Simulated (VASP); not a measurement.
Wanted: the native input for a VASP 6.6.1 run.

| Property | Result |
| --- | --- |
| Task | single point |
| Functional | PBE |
| Potentials or basis | VASP PAW PBE potentials, release 64 (Ni) |
| Cutoff | 520 eV |
| k mesh | 17 × 17 × 17 |
| Occupations | fermi-dirac, width 0.05 eV |
| Spin | collinear spin, ferromagnetic start |
| Starting moments | [0.839, 0.839] μB |
| Dipole correction | no |
| Further INCAR settings | ALGO = Normal; EDIFF = 1e-06; NBANDS = 21 |

The structure of Ni lies in POSCAR:

```
Ni
1.0
    0.0000000000      2.6482938093      2.6482938093
    2.6482938093      0.0000000000      2.6482938093
    2.6482938093      2.6482938093      0.0000000000
Ni
2
Direct
    0.1250000000      0.1250000000      0.1250000000
    0.8750000000      0.8750000000      0.8750000000
```

This isn't the form of Ni at room conditions, which is fcc.

One way to write it, as run:

INCAR

```
SYSTEM = Ni
PREC = Accurate
ENCUT = 520
EDIFF = 1E-6
ISMEAR = -1
SIGMA = 0.05
LREAL = .FALSE.
LASPH = .TRUE.
NELM = 150
ALGO = Normal
ISIF = 2
LWAVE = .FALSE.
LCHARG = .FALSE.
ISPIN = 2
MAGMOM = 0.839 0.839
LORBIT = 11
LMAXMIX = 4
GGA = PE
NBANDS = 21
```

KPOINTS

```
Automatic mesh
0
G
  17 17 17
  0 0 0
```

Potentials or basis: VASP PAW PBE potentials, release 64 (Ni).

Launch:

```console
$ cat potpaw_PBE.64/Ni/POTCAR > POTCAR
$ mpirun -np 1 vasp_std > vasp.out
```

It gave:

```json
{
 "Pressure": "-7.7 GPa",
 "Net moment": "1.61 μB per cell",
 "Site moments": "Ni +0.82 μB",
 "Valence electrons inside the program's atomic spheres": "Ni 9.09"
}
```

Caveat: the cell stands under tension.

It took 5.5 min on 1 thread of Oxide Virtual Turin-like Processor (shared host), peak memory 0.26 GiB.
